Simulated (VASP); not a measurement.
A run of VASP 6.6.1:

File INCAR:

```
SYSTEM = MgS
PREC = Accurate
ENCUT = 520
EDIFF = 1E-6
ISMEAR = 0
SIGMA = 0.01
LREAL = .False.
LASPH = .True.
NELM = 80
ALGO = Normal
ISIF = 2
LWAVE = .False.
LCHARG = .False.
GGA = PE
NBANDS = 11
```

Contents of KPOINTS:

```
regular mesh
0
Gamma
  4 4 4
  0 0 0
```

POSCAR

```
MgS
1.0
    0.0000000000      2.8450312253      2.8450312253
    2.8450312253      0.0000000000      2.8450312253
    2.8450312253      2.8450312253      0.0000000000
Mg S
1 1
Direct
    0.0000000000      0.0000000000      0.0000000000
    0.2500000000      0.2500000000      0.2500000000
```

Potentials or basis: VASP PAW PBE potentials, release 64 (Mg, S).

The run is started by

```bash
$ cat potpaw_PBE.64/Mg/POTCAR potpaw_PBE.64/S/POTCAR > POTCAR
$ mpirun -np 1 vasp_std > vasp.out
```

Hardware: 1 thread of AMD EPYC 7R13 Processor (Zen 3), on a shared host.

Estimate the wall time of this run.

Wall time 4.3 s on 1 thread of AMD EPYC 7R13 Processor (Zen 3), on a shared host, peak memory 0.13 GiB. Counts: scf iterations 13, k points 8.
